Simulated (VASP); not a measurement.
# Pd in VASP: a series of runs, part 3 of 3

VASP 6.6.1. Earlier steps stand in the parts before.

**4. Single point, PBEsol**

Contents of INCAR:

```
SYSTEM = Pd
  PREC = Accurate
  ENCUT = 520
  EDIFF = 1E-7
  ISMEAR = -1
  SIGMA = 0.05
  LREAL = .False.
  LASPH = .True.
  NELM = 80
  ALGO = Normal
  ISIF = 2
  LWAVE = .False.
  LCHARG = .False.
  GGA = PS
  NBANDS = 39
```

Contents of KPOINTS:

```
Automatic mesh
0
Gamma
  10 10 1
  0 0 0
```

Contents of POSCAR:

```
Pd
1.0
    2.7505039575      0.0000000000      0.0000000000
    0.0000000000      2.7505039575      0.0000000000
    0.0000000000      0.0000000000     24.7245000000
Pd
6
Direct
    0.5000000000      0.5000000000      0.3033428381
    0.0000000000      0.0000000000      0.3820057028
    0.5000000000      0.5000000000      0.4606685676
    0.0000000000      0.0000000000      0.5393314324
    0.5000000000      0.5000000000      0.6179942972
    0.0000000000      0.0000000000      0.6966571619
```

Potentials or basis: VASP PAW PBE potentials, release 64 (Pd).

Run with:

```
> cat potpaw_PBE.64/Pd/POTCAR > POTCAR
> mpirun -np 1 vasp_std > vasp.out
```

OUTCAR:

```text
SYSTEM = Pd
   PREC = Accurate
   ENCUT = 520
   EDIFF = 1E-7
   ISMEAR = -1
   LREAL = .False.
   LASPH = .True.
   NELM = 80
   ISIF = 2
   GGA = PS

 ion  position               nearest neighbor table
   1  0.500  0.500  0.303-   2 2.75   2 2.75   2 2.75   2 2.75
   2  0.000  0.000  0.382-   1 2.75   1 2.75   1 2.75   1 2.75   3 2.75   3 2.75   3 2.75   3 2.75

   3  0.500  0.500  0.461-   4 2.75   4 2.75   4 2.75   4 2.75   2 2.75   2 2.75   2 2.75   2 2.75

   4  0.000  0.000  0.539-   3 2.75   3 2.75   3 2.75   3 2.75   5 2.75   5 2.75   5 2.75   5 2.75

   5  0.500  0.500  0.618-   6 2.75   6 2.75   6 2.75   6 2.75   4 2.75   4 2.75   4 2.75   4 2.75

   6  0.000  0.000  0.697-   5 2.75   5 2.75   5 2.75   5 2.75

  LATTYP: Found a simple tetragonal cell.
 ALAT       =     2.7505039575
 C/A-ratio  =     8.9890799584

  Lattice vectors:

 A1 = (   2.7505039575,   0.0000000000,   0.0000000000)
 A2 = (   0.0000000000,   2.7505039575,   0.0000000000)
 A3 = (   0.0000000000,   0.0000000000,  24.7245000000)

Analysis of symmetry for initial positions (statically):
=====================================================================
 Subroutine PRICEL returns:
 Original cell was already a primitive cell.

 Routine SETGRP: Setting up the symmetry group for a
 simple tetragonal supercell.

 Subroutine GETGRP returns: Found 16 space group operations
 (whereof  8 operations were pure point group operations)
 out of a pool of 16 trial point group operations.

The static configuration has the point symmetry C_4v.
 The point group associated with its full space group is D_4h.

Analysis of symmetry for dynamics (positions and initial velocities):
=====================================================================
 Subroutine PRICEL returns:
 Original cell was already a primitive cell.

 Routine SETGRP: Setting up the symmetry group for a
 simple tetragonal supercell.

 Subroutine GETGRP returns: Found 16 space group operations
 (whereof  8 operations were pure point group operations)
 out of a pool of 16 trial point group operations.

The dynamic configuration has the point symmetry C_4v.
 The point group associated with its full space group is D_4h.

 Subroutine INISYM returns: Found 16 space group operations
 (whereof  8 operations are pure point group operations),
 and found     1 'primitive' translations

----------------------------------------------------------------------------------------

                                     Primitive cell

  volume of cell :     187.0476

  direct lattice vectors                    reciprocal lattice vectors
     2.750503957  0.000000000  0.000000000     0.363569737  0.000000000  0.000000000
     0.000000000  2.750503957  0.000000000     0.000000000  0.363569737  0.000000000
     0.000000000  0.000000000 24.724500000     0.000000000  0.000000000  0.040445712

  length of vectors
     2.750503957  2.750503957 24.724500000     0.363569737  0.363569737  0.040445712

  position of ions in fractional coordinates (direct lattice)
     0.500000000  0.500000000  0.303342838
     0.000000000  0.000000000  0.382005703
     0.500000000  0.500000000  0.460668568
     0.000000000  0.000000000  0.539331432
     0.500000000  0.500000000  0.617994297
     0.000000000  0.000000000  0.696657162
[... 35 lines left out ...]

 Following reciprocal coordinates:
            Coordinates               Weight
  0.000000  0.000000  0.000000      1.000000
  0.100000  0.000000  0.000000      4.000000
  0.200000  0.000000  0.000000      4.000000
  0.300000  0.000000  0.000000      4.000000
  0.400000  0.000000  0.000000      4.000000
  0.500000  0.000000  0.000000      2.000000
[... 13 lines left out ...]
  0.500000  0.400000  0.000000      4.000000
  0.500000  0.500000  0.000000      1.000000
   k-points           NKPTS =     21   k-points in BZ     NKDIM =     21   number of bands    NBANDS=     39
   number of dos      NEDOS =    301   number of ions     NIONS =      6
   total plane-waves  NPLWV =  76800
   dimension x,y,z NGX =    20 NGY =   20 NGZ =  192
   dimension x,y,z NGXF=    40 NGYF=   40 NGZF=  384
   ions per type =               6
   NGX,Y,Z   is equivalent  to a cutoff of  12.09, 12.09, 12.91 a.u.
   NGXF,Y,Z  is equivalent  to a cutoff of  24.18, 24.18, 25.82 a.u.
 SYSTEM =  Pd
   PREC   = accura    normal or accurate (medium, high low for compatibility)
   ISTART =      0    job   : 0-new  1-cont  2-samecut
   ICHARG =      2    charge: 1-file 2-atom 10-const
   ISPIN  =      1    spin polarized calculation?
   LNONCOLLINEAR =      F non collinear calculations
   LSORBIT =      F    spin-orbit coupling
   LASPH  =      T    aspherical Exc in radial PAW
   ENCUT  =  520.0 eV  38.22 Ry    6.18 a.u.   5.11  5.11 45.97*2*pi/ulx,y,z
   NELM   =     80;   NELMIN=  2; NELMDL= -5     # of ELM steps
   EDIFF  = 0.1E-06   stopping-criterion for ELM
   LREAL  =      F    real-space projection
   EDIFFG = 0.1E-05   stopping-criterion for IOM
   NSW    =      0    number of steps for IOM
   IBRION =     -1    ionic relax: 0-MD 1-quasi-New 2-CG
   NFREE  =      0    steps in history (QN), initial steepest desc. (CG)
   ISIF   =      2    stress and relaxation
   ISYM   =      2    0-nonsym 1-usesym 2-fastsym
   POTIM  = 0.5000    time-step for ionic-motion
   TEBEG  =    0.0;   TEEND  =   0.0 temperature during run
   PSTRESS=    0.0 pullay stress
   NELECT =      60.0000    total number of electrons
   NUPDOWN=      -1.0000    fix difference up-down
   EMIN   =  10.00;   EMAX   =-10.00  energy-range for DOS
   EFERMI =   0.00;   METHOD = LEGACY
   ISMEAR =    -1;   SIGMA  =   0.05  broadening in eV -4-tet -1-fermi 0-gaus
   EFERMI_NEDOS =   21; number of points for ismear=-14 and -15
   IALGO  =     38    algorithm
   IMIX   =      4    mixing-type and parameters
     AMIX     =   0.40;   BMIX     =  1.00
     AMIX_MAG =   1.60;   BMIX_MAG =  1.00
  volume/ion in A,a.u.               =      31.17       210.38
  Fermi-wavevector in a.u.,A,eV,Ry     =   1.120662  2.117744 17.087323  1.255883
  Thomas-Fermi vector in A             =   2.257310
   LORBIT       =      0    0 simple, 1 ext, 2 COOP (PROOUT), +10 PAW based schemes
   GGA     = PS    functional components
   LHFCALC =     F    Hartree Fock is set to
   AEXX    =    0.0000 exact exchange contribution
   IVDW    =     0    specifies the selected vdW correction
   LEPSILON=     F    determine dielectric tensor
   LRPA    =     F    only Hartree local field effects (RPA)
 non-spin polarized calculation
  energy-cutoff  :      520.00
  volume of cell :      187.05
 maximum number of plane-waves:      5072
   NGX = 11   NGY = 11   NGZ = 91

 number of electron      60.0000036 magnetization

 Free energy of the ion-electron system (eV)
  ---------------------------------------------------
  ext. energy  EPLUGINS =         0.00000000
  ---------------------------------------------------
  free energy    TOTEN  =       -34.00572000 eV

  energy without entropy =      -33.90006887  energy(sigma->0) =      -33.95289443

 E-fermi :   1.8220     XC(G=0):  -7.0490

 val. band max:        1.8094701113   @ k =   0.4000   0.0000   0.0000
 cond. band min:       1.8271439149   @ k =   0.0000   0.0000   0.0000
 fundamental gap:      0.0176738036
 Fermi energy:         1.8220459425

 k-point     1 :       0.0000    0.0000    0.0000
  band No.  band energies     occupation
      1      -5.1388      2.00000
      2      -4.2970      2.00000
      3      -3.4792      2.00000
      4      -3.3646      2.00000
      5      -3.2097      2.00000
      6      -2.8754      2.00000
[... 871 lines left out ...]
     38      11.1109      0.00000
     39      12.2550      0.00000

------------------------ aborting loop because EDIFF is reached ----------------------------------------

  FORCE on cell =-STRESS in cart. coord.  units (eV):
  Direction    XX          YY          ZZ          XY          YZ          ZX
  --------------------------------------------------------------------------------------
  -------------------------------------------------------------------------------------
  Total       -4.0043473     -4.0043473     -2.0220762      0.0000000     -0.0000000      0.0000000
  in kB      -34.2996942    -34.2996942    -17.3203246      0.0000000     -0.0000000      0.0000000
  external PRESSURE =     -28.6399044 kB  Pullay stress =       0.0000000 kB

 VOLUME and BASIS-vectors are now :
 -----------------------------------------------------------------------------
  energy-cutoff  :      520.00
  volume of cell :      187.05
      direct lattice vectors                 reciprocal lattice vectors
     2.750503957  0.000000000  0.000000000     0.363569737  0.000000000  0.000000000
     0.000000000  2.750503957  0.000000000     0.000000000  0.363569737  0.000000000
     0.000000000  0.000000000 24.724500000     0.000000000  0.000000000  0.040445712

 POSITION                                       TOTAL-FORCE (eV/Angst)
 -----------------------------------------------------------------------------------
      1.37525      1.37525      7.50000        -0.000000     -0.000000      0.261289
      0.00000      0.00000      9.44490        -0.000000     -0.000000     -0.083655
      1.37525      1.37525     11.38980        -0.000000     -0.000000     -0.043547
      0.00000      0.00000     13.33470        -0.000000      0.000000      0.043547
      1.37525      1.37525     15.27960        -0.000000      0.000000      0.083655
      0.00000      0.00000     17.22450         0.000000     -0.000000     -0.261289
 -----------------------------------------------------------------------------------
    total drift:                               -0.000000     -0.000000      0.000000

  FREE ENERGIE OF THE ION-ELECTRON SYSTEM (eV)
  ---------------------------------------------------
  free  energy   TOTEN  =       -34.0057200016 eV

  energy  without entropy=      -33.9000688651  energy(sigma->0) =      -33.95289443
```

Wall time 7.8 min (1 thread of Intel Xeon 8259CL, shared host); peak memory 0.32 GiB.

Results:

```
Free energy            : -34.0057 eV
Largest force          : 0.261 eV/Å
Band gap on the k mesh : zero (bands 30 and 31 overlap by 0.94 eV)
```

Forces on the atoms (eV/Å):
```
Pd   0.000  0.000  0.261
Pd   0.000  0.000 -0.084
Pd   0.000  0.000 -0.044
Pd   0.000  0.000  0.044
Pd   0.000  0.000  0.084
Pd   0.000  0.000 -0.261
```

Levels at points of the mesh, in eV from the Fermi level:
```
           k point  band 28  band 29  band 30  band 31  band 32  band 33
(0.00, 0.00, 0.00)    -0.32    -0.18    -0.18    -0.05     0.01     0.19
(0.50, 0.00, 0.00)    -0.33    -0.07    -0.07     1.45     1.45     2.11
(0.50, 0.50, 0.00)     0.31     0.65     0.65     3.93     3.93     5.50
```

Caveat: there is no dipole correction, which matters where the two faces differ; the PAW data sets were made with another functional, which shifts forces and pressure a little.

**5. The runs side by side**

| level | potentials or basis | gap on the mesh (eV) | largest force (eV/Å) |
| --- | --- | --- | --- |
| PBE | VASP PAW PBE potentials, release 64 (Pd) | none | 0.21 |
| LDA | VASP PAW LDA potentials, release 64 (Pd) | none | 0.52 |
| PBEsol | VASP PAW PBE potentials, release 64 (Pd) | none | 0.26 |

Alike in all rows: task single point; no spin polarisation; cell as given; k mesh 10 × 10 × 1; cutoff (eV) 520; smearing fermi-dirac 0.05 eV.

Caveats: there is no dipole correction, which matters where the two faces differ; the PAW data sets were made with another functional, which shifts forces and pressure a little (at least some runs).

Total energies depend on the potentials used, so only differences within one code and one set of settings carry meaning.

The gap in the log of VASP goes by the Fermi energy; the results here count the filled bands.